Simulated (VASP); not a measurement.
# V (Im-3m) in VASP: further runs

Runs on V. Level: PBEsol. Tasks: single point.

Everything below comes from runs of VASP 6.6.1. Logs are shortened: lines on timing, memory, paths and dates and some standing lists are left out, and cuts for length are marked.

## Step 1: The cell of the first run

Symmetry: Im-3m, No. 229, cubic system. The conventional cell has a = 3.029 Å, b = 3.029 Å, c = 3.029 Å, α = 90.00°, β = 90.00°, γ = 90.00°. Within 3.5 Å of V (site symmetry m-3m) lie 14 V at 2.62 to 3.03 Å.

## Step 2: Single point, PBEsol, collinear spin, ferromagnetic start

INCAR

```
SYSTEM = V
PREC = Accurate ; ENCUT = 520
EDIFF = 1E-6 ; ISMEAR = -1
SIGMA = 0.05 ; LREAL = .False.
LASPH = .True. ; NELM = 150
ALGO = Normal ; ISIF = 2
LWAVE = .False. ; LCHARG = .False.
ISPIN = 2 ; MAGMOM = 2.5
LORBIT = 11 ; NUPDOWN = 2.5
LMAXMIX = 4 ; GGA = PS
NBANDS = 16
```

KPOINTS

```
Automatic mesh
0
Gamma
  10 10 10
  0 0 0
```

POSCAR

```
V
1.0
   -1.5143500000      1.5143500000      1.5143500000
    1.5143500000     -1.5143500000      1.5143500000
    1.5143500000      1.5143500000     -1.5143500000
V
1
Direct
    0.0000000000      0.0000000000      0.0000000000
```

Potentials or basis: VASP PAW PBE potentials, release 64 (V_sv).

The run is started by

```
> cat potpaw_PBE.64/V_sv/POTCAR > POTCAR
> mpirun -np 1 vasp_std > vasp.out
```

OUTCAR:

```text
SYSTEM = V
   PREC = Accurate
   ENCUT = 520
   EDIFF = 1E-6
   ISMEAR = -1
   LREAL = .False.
   LASPH = .True.
   NELM = 150
   ISIF = 2
   ISPIN = 2
   LORBIT = 11
   NUPDOWN = 2.5
   GGA = PS

 ion  position               nearest neighbor table
   1  0.000  0.000  0.000-

  LATTYP: Found a body centered cubic cell.
 ALAT       =     3.0287000000

  Lattice vectors:

 A1 = (  -1.5143500000,   1.5143500000,   1.5143500000)
 A2 = (   1.5143500000,  -1.5143500000,   1.5143500000)
 A3 = (   1.5143500000,   1.5143500000,  -1.5143500000)

Analysis of symmetry for initial positions (statically):
=====================================================================
 Subroutine PRICEL returns:
 Original cell was already a primitive cell.

 Routine SETGRP: Setting up the symmetry group for a
 body centered cubic supercell.

 Subroutine GETGRP returns: Found 48 space group operations
 (whereof 48 operations were pure point group operations)
 out of a pool of 48 trial point group operations.

The static configuration has the point symmetry O_h .

Analysis of symmetry for dynamics (positions and initial velocities):
=====================================================================
 Subroutine PRICEL returns:
 Original cell was already a primitive cell.

 Routine SETGRP: Setting up the symmetry group for a
 body centered cubic supercell.

 Subroutine GETGRP returns: Found 48 space group operations
 (whereof 48 operations were pure point group operations)
 out of a pool of 48 trial point group operations.

The dynamic configuration has the point symmetry O_h .

Analysis of structural, dynamic, and magnetic symmetry:
=====================================================================
 Subroutine PRICEL returns:
 Original cell was already a primitive cell.

 Routine SETGRP: Setting up the symmetry group for a
 body centered cubic supercell.

 Subroutine GETGRP returns: Found 48 space group operations
 (whereof 48 operations were pure point group operations)
 out of a pool of 48 trial point group operations.

The overall configuration has the point symmetry O_h .

 Subroutine INISYM returns: Found 48 space group operations
 (whereof 48 operations are pure point group operations),
 and found     1 'primitive' translations

----------------------------------------------------------------------------------------

                                     Primitive cell

  volume of cell :      13.8912

  direct lattice vectors                    reciprocal lattice vectors
    -1.514350000  1.514350000  1.514350000     0.000000000  0.330174662  0.330174662
     1.514350000 -1.514350000  1.514350000     0.330174662  0.000000000  0.330174662
     1.514350000  1.514350000 -1.514350000     0.330174662  0.330174662  0.000000000

  length of vectors
     2.622931140  2.622931140  2.622931140     0.466937486  0.466937486  0.466937486

  position of ions in fractional coordinates (direct lattice)
     0.000000000  0.000000000  0.000000000

  ion indices of the primitive-cell ions
   primitive index   ion index
                 1           1

----------------------------------------------------------------------------------------

 KPOINTS: Automatic mesh

Automatic generation of k-mesh.
 Grid dimensions read from file:
 generate k-points for:   10   10   10

 Generating k-lattice:

  Cartesian coordinates                     Fractional coordinates (reciprocal lattice)
     0.000000000  0.033017466  0.033017466     0.100000000  0.000000000  0.000000000
     0.033017466  0.000000000  0.033017466     0.000000000  0.100000000  0.000000000
     0.033017466  0.033017466  0.000000000     0.000000000  0.000000000  0.100000000

  Length of vectors
     0.046693749  0.046693749  0.046693749

  Shift w.r.t. Gamma in fractional coordinates (k-lattice)
     0.000000000  0.000000000  0.000000000

 Subroutine IBZKPT returns following result:
 ===========================================

 Found     47 irreducible k-points:

 Following reciprocal coordinates:
            Coordinates               Weight
  0.000000  0.000000  0.000000      1.000000
  0.100000  0.000000  0.000000     12.000000
  0.200000  0.000000  0.000000     12.000000
  0.300000  0.000000  0.000000     12.000000
  0.400000  0.000000  0.000000     12.000000
  0.500000  0.000000  0.000000      6.000000
[... 16 lines left out ...]
  0.300000  0.300000  0.100000      8.000000
 -0.300000  0.300000  0.100000     24.000000
 [... further k-points ...]
   k-points           NKPTS =     47   k-points in BZ     NKDIM =     47   number of bands    NBANDS=     16
   number of dos      NEDOS =    301   number of ions     NIONS =      1
   total plane-waves  NPLWV =   8000
   dimension x,y,z NGX =    20 NGY =   20 NGZ =   20
   dimension x,y,z NGXF=    40 NGYF=   40 NGZF=   40
   ions per type =               1
   NGX,Y,Z   is equivalent  to a cutoff of  12.68, 12.68, 12.68 a.u.
   NGXF,Y,Z  is equivalent  to a cutoff of  25.35, 25.35, 25.35 a.u.
 SYSTEM =  V
   PREC   = accura    normal or accurate (medium, high low for compatibility)
   ISTART =      0    job   : 0-new  1-cont  2-samecut
   ICHARG =      2    charge: 1-file 2-atom 10-const
   ISPIN  =      2    spin polarized calculation?
   LNONCOLLINEAR =      F non collinear calculations
   LSORBIT =      F    spin-orbit coupling
   LASPH  =      T    aspherical Exc in radial PAW
   ENCUT  =  520.0 eV  38.22 Ry    6.18 a.u.   4.88  4.88  4.88*2*pi/ulx,y,z
   NELM   =    150;   NELMIN=  2; NELMDL= -5     # of ELM steps
   EDIFF  = 0.1E-05   stopping-criterion for ELM
   LREAL  =      F    real-space projection
   EDIFFG = 0.1E-04   stopping-criterion for IOM
   NSW    =      0    number of steps for IOM
   IBRION =     -1    ionic relax: 0-MD 1-quasi-New 2-CG
   NFREE  =      0    steps in history (QN), initial steepest desc. (CG)
   ISIF   =      2    stress and relaxation
   ISYM   =      2    0-nonsym 1-usesym 2-fastsym
   POTIM  = 0.5000    time-step for ionic-motion
   TEBEG  =    0.0;   TEEND  =   0.0 temperature during run
   PSTRESS=    0.0 pullay stress
   NELECT =      13.0000    total number of electrons
   NUPDOWN=       2.5000    fix difference up-down
   EMIN   =  10.00;   EMAX   =-10.00  energy-range for DOS
   EFERMI =   0.00;   METHOD = LEGACY
   ISMEAR =    -1;   SIGMA  =   0.05  broadening in eV -4-tet -1-fermi 0-gaus
   EFERMI_NEDOS =   21; number of points for ismear=-14 and -15
   IALGO  =     38    algorithm
   IMIX   =      4    mixing-type and parameters
     AMIX     =   0.40;   BMIX     =  1.00
     AMIX_MAG =   1.60;   BMIX_MAG =  1.00
  volume/ion in A,a.u.               =      13.89        93.74
  Fermi-wavevector in a.u.,A,eV,Ry     =   1.601313  3.026044 34.888125  2.564205
  Thomas-Fermi vector in A             =   2.698311
   LORBIT       =     11    0 simple, 1 ext, 2 COOP (PROOUT), +10 PAW based schemes
   GGA     = PS    functional components
   LHFCALC =     F    Hartree Fock is set to
   AEXX    =    0.0000 exact exchange contribution
   IVDW    =     0    specifies the selected vdW correction
   LEPSILON=     F    determine dielectric tensor
   LRPA    =     F    only Hartree local field effects (RPA)
 spin polarized calculation
  energy-cutoff  :      520.00
  volume of cell :       13.89
 maximum number of plane-waves:       386
   NGX =  9   NGY =  9   NGZ =  9

 number of electron      12.9999997 magnetization       2.4999999

 Free energy of the ion-electron system (eV)
  ---------------------------------------------------
  ext. energy  EPLUGINS =         0.00000000
  ---------------------------------------------------
  free energy    TOTEN  =        -8.41055641 eV

  energy without entropy =       -8.39546574  energy(sigma->0) =       -8.40301107

 E-fermi :   9.2530     XC(G=0): -12.7541

 val. band max:       11.0045854263   @ k =   0.3000   0.2000   0.0000
 cond. band min:       9.2531208485   @ k =   0.3000   0.3000   0.0000
 fundamental gap:     -1.7514645777
 Fermi energy:        11.0075306922

 spin component 1

 k-point     1 :       0.0000    0.0000    0.0000
  band No.  band energies     occupation
      1     -54.5560      1.00000
      2     -28.0308      1.00000
      3     -28.0308      1.00000
      4     -28.0308      1.00000
      5       2.0090      1.00000
      6       9.0569      1.00000
[... 8 lines left out ...]
     15      35.7764      0.00000
     16      39.5529      0.00000

 k-point     2 :       0.1000    0.0000    0.0000
  band No.  band energies     occupation
      1     -54.5387      1.00000
      2     -28.1158      1.00000
      3     -28.0570      1.00000
      4     -28.0313      1.00000
      5       2.4000      1.00000
      6       8.8921      1.00000
[... 8 lines left out ...]
     15      36.0660      0.00000
     16      36.6697      0.00000
[... 387 lines left out ...]
      5       7.0140      1.00000
      6       7.7560      1.00000
[... 8 lines left out ...]
     15      36.2073      0.00000
     16      42.8346      0.00000

 k-point    24 :      -0.3000    0.3000    0.1000
  band No.  band energies     occupation
      1     -54.4222      1.00000
      2     -28.5864      1.00000
      3     -28.2375      1.00000
      4     -28.0966      1.00000
      5       5.0636      1.00000
      6       8.3057      1.00000
[... 8 lines left out ...]
     15      33.4346      0.00000
     16      35.5328      0.00000

 [... further k-points ...]

 spin component 2

 k-point     1 :       0.0000    0.0000    0.0000
  band No.  band energies     occupation
      1     -52.6345      1.00000
      2     -26.1174      1.00000
      3     -26.1174      1.00000
      4     -26.1174      1.00000
      5       3.5153      1.00000
      6      11.2018      0.00000
[... 8 lines left out ...]
     15      36.8612      0.00000
     16      41.6081      0.00000

 k-point     2 :       0.1000    0.0000    0.0000
  band No.  band energies     occupation
      1     -52.6171      1.00000
      2     -26.2030      1.00000
      3     -26.1433      1.00000
      4     -26.1181      1.00000
      5       3.9068      1.00000
      6      11.0270      0.00000
[... 8 lines left out ...]
     15      37.4239      0.00000
     16      38.5576      0.00000
[... 387 lines left out ...]
      5       8.9664      0.99677
      6       9.5374      0.00337
[... 8 lines left out ...]
     15      37.7293      0.00000
     16      44.5135      0.00000

 k-point    24 :      -0.3000    0.3000    0.1000
  band No.  band energies     occupation
      1     -52.5004      1.00000
      2     -26.6765      1.00000
      3     -26.3219      1.00000
      4     -26.1841      1.00000
      5       6.6094      1.00000
      6      10.1927      0.00000
[... 8 lines left out ...]
     15      35.1965      0.00000
     16      37.0793      0.00000

 [... further k-points ...]

------------------------ aborting loop because EDIFF is reached ----------------------------------------

  FORCE on cell =-STRESS in cart. coord.  units (eV):
  Direction    XX          YY          ZZ          XY          YZ          ZX
  --------------------------------------------------------------------------------------
  -------------------------------------------------------------------------------------
  Total        1.6738325      1.6738325      1.6738325     -0.0000000      0.0000000      0.0000000
  in kB      193.0562246    193.0562246    193.0562246     -0.0000000      0.0000000      0.0000000
  external PRESSURE =     193.0562246 kB  Pullay stress =       0.0000000 kB

 VOLUME and BASIS-vectors are now :
 -----------------------------------------------------------------------------
  energy-cutoff  :      520.00
  volume of cell :       13.89
      direct lattice vectors                 reciprocal lattice vectors
    -1.514350000  1.514350000  1.514350000     0.000000000  0.330174662  0.330174662
     1.514350000 -1.514350000  1.514350000     0.330174662  0.000000000  0.330174662
     1.514350000  1.514350000 -1.514350000     0.330174662  0.330174662  0.000000000

 POSITION                                       TOTAL-FORCE (eV/Angst)
 -----------------------------------------------------------------------------------
      0.00000      0.00000      0.00000        -0.000000      0.000000     -0.000000
 -----------------------------------------------------------------------------------
    total drift:                                0.000000      0.000000      0.000000

  FREE ENERGIE OF THE ION-ELECTRON SYSTEM (eV)
  ---------------------------------------------------
  free  energy   TOTEN  =        -8.4105564112 eV

  energy  without entropy=       -8.3954657388  energy(sigma->0) =       -8.40301107

 total charge

# of ion       s       p       d       tot
------------------------------------------
    1        2.340   6.209   3.108  11.657

 magnetization (x)

# of ion       s       p       d       tot
------------------------------------------
    1        0.016   0.118   1.979   2.113
```

Wall time 12 s (1 thread of Intel Xeon Platinum 8488C (Sapphire Rapids), shared host); peak memory 0.14 GiB.

Results:

```yaml
Free_energy: -8.4106 eV
Pressure: 19.3 GPa
Net_moment: 2.50 μB per cell
Site_moments: V +2.11 μB
Valence_electrons_inside_the_program's_atomic_spheres: V 11.66
```

Caveat: the PAW data sets were made with another functional, which shifts forces and pressure a little; the total moment is fixed, so each spin has its own Fermi level.

## Step 3: Single point, PBEsol, collinear spin, ferromagnetic start

INCAR

```
SYSTEM = V
ALGO = Normal
EDIFF = 1E-6
ENCUT = 520
GGA = PS
ISIF = 2
ISMEAR = -1
ISPIN = 2
LASPH = .True.
LCHARG = .True.
LELF = .True.
LMAXMIX = 4
LORBIT = 11
LREAL = .False.
LVHAR = .True.
LWAVE = .False.
MAGMOM = 3
NBANDS = 16
NELM = 150
NUPDOWN = 3.0
PREC = Accurate
SIGMA = 0.05
```

KPOINTS

```
k-points
0
Gamma
  10 10 10
  0 0 0
```

POSCAR is that of step 2.

Potentials or basis: VASP PAW PBE potentials, release 64 (V_sv).

The run is started by

```
> cat potpaw_PBE.64/V_sv/POTCAR > POTCAR
> mpirun -np 1 vasp_std > vasp.out
```

Wall time 13 s (1 thread of Intel Xeon Platinum 8488C (Sapphire Rapids), shared host); peak memory 0.14 GiB.

Results (log left out):

* Free energy: -7.8967 eV
* Pressure: 31.2 GPa
* Net moment: 3.00 μB per cell
* Site moments: V +2.52 μB
* Valence electrons inside the program's atomic spheres: V 11.69

Caveat: the PAW data sets were made with another functional, which shifts forces and pressure a little; the total moment is fixed, so each spin has its own Fermi level.

## Step 4: Single point, PBEsol, collinear spin, ferromagnetic start

INCAR

```
SYSTEM = V
ALGO = Normal
EDIFF = 1E-6
ENCUT = 520
GGA = PS
ISIF = 2
ISMEAR = -1
ISPIN = 2
LASPH = .True.
LCHARG = .False.
LMAXMIX = 4
LORBIT = 11
LREAL = .False.
LWAVE = .False.
MAGMOM = 4
NBANDS = 16
NELM = 150
NUPDOWN = 4.0
PREC = Accurate
SIGMA = 0.05
```

KPOINTS is that of step 3.

POSCAR is that of step 3.

The run is started by

```
> cat potpaw_PBE.64/V_sv/POTCAR > POTCAR
> mpirun -np 1 vasp_std > vasp.out
```

It took 14 s on 1 thread of Intel Xeon Platinum 8488C (Sapphire Rapids), shared host; peak memory 0.13 GiB.

It converged, with:

- Free energy: -6.4712 eV
- Pressure: 58.9 GPa
- Net moment: 4.00 μB per cell
- Site moments: V +3.29 μB
- Valence electrons inside the program's atomic spheres: V 11.79

Caveat: the PAW data sets were made with another functional, which shifts forces and pressure a little; the total moment is fixed, so each spin has its own Fermi level.

(Continued in part 2 of 2.)
